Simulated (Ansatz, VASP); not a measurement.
# Two plane-wave programs on AlAs

Contents of INCAR:

```
PREC = Accurate ; ENCUT = 500
EDIFF = 1E-6 ; ISMEAR = 0
SIGMA = 0.1 ; LREAL = F
LASPH = T ; NELM = 120
ALGO = Normal ; ISIF = 2
LWAVE = F ; LCHARG = F
GGA = PE ; NBANDS = 11
GGA_COMPAT = F
```

The input KPOINTS:

```
regular mesh
0
Gamma
  6 6 6
```

File POSCAR:

```
AlAs
1.0
    0.0000000000      2.8303999900      2.8303999900
    2.8303999900      0.0000000000      2.8303999900
    2.8303999900      2.8303999900      0.0000000000
Al As
1 1
Direct
    0.0000000000      0.0000000000      0.0000000000
    0.2500000000      0.2500000000      0.2500000000
```

Input for Ansatz:

```yaml
crystal:
  lattice:
    - [0.0, 2.83039999, 2.83039999]
    - [2.83039999, 0.0, 2.83039999]
    - [2.83039999, 2.83039999, 0.0]
  atoms:
    - { symbol: Al, position: [0.0, 0.0, 0.0] }
    - { symbol: As, position: [0.25, 0.25, 0.25] }
basis:
  ecutwfc: 420
kpoints:
  mp_grid: { grid: [6, 6, 6] }
hamiltonian:
  xc: pbe
scf:
  occupations: { method: gaussian, width: 0.1 }
  lower_state_search: "off"
output:
  forces: true
  stress: true
  eigenvalues: true
```

Alike in both runs: task single point; functional PBE; k mesh 6 × 6 × 6; occupations gaussian, width 0.1 eV; no spin polarisation.

```csv
,VASP,Ansatz
version,VASP 6.6.1,Ansatz 0.2.0
potentials or method,"VASP PAW PBE potentials, release 64 (Al, As), cutoff 500 eV","scalar-relativistic, plane waves, PAW"
valence electrons in the cell,8,18
```

VASP gave:

| Property | Result |
| --- | --- |
| gap on the k mesh at the Fermi level (eV) | 1.43 |
| least direct gap on the mesh (eV) | 2.06 |
| pressure (GPa) | 2.8 |

Q: Estimate Ansatz's values.

A: gap on the k mesh at the Fermi level (eV): 1.44; least direct gap on the mesh (eV): 2.05; pressure (GPa): 2.6.

VASP's potentials hold 8 valence electrons a cell and Ansatz's 18, so a difference there can come from the potentials and not from the codes.
